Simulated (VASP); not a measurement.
Input of a VASP 6.6.1 run:

File INCAR:

```
ALGO = Normal ; EDIFF = 1E-7
ENCUT = 520 ; GGA = CA
ISIF = 2 ; ISMEAR = -1
LASPH = True ; LCHARG = False
LREAL = False ; LWAVE = False
NBANDS = 16 ; NELM = 60
PREC = Accurate ; SIGMA = 0.08
```

KPOINTS

```
k-points
0
Gamma
  14 14 14
```

File POSCAR:

```
InAs
1.0
    0.0000000000      2.8489438812      2.8489438812
    2.8489438812      0.0000000000      2.8489438812
    2.8489438812      2.8489438812      0.0000000000
In As
1 1
Direct
    0.0000000000      0.0000000000      0.0000000000
    0.7500000000      0.7500000000      0.7500000000
```

Potentials or basis: VASP PAW LDA potentials, release 64 (In_d, As).

The run is started by

```console
$ cat potpaw_LDA.64/In_d/POTCAR potpaw_LDA.64/As/POTCAR > POTCAR
$ mpirun -np 1 vasp_std > vasp.out
```

Question: What does it give for the pressure?

Answer: 15.3 GPa.

Question: Predict the band gap on the k mesh.

Answer: 0.52 eV.

Caveat: the cell stands under pressure; semilocal functionals underestimate gaps, and a narrow one can read as zero; spin-orbit coupling is left out, which moves the levels of the heavy elements.
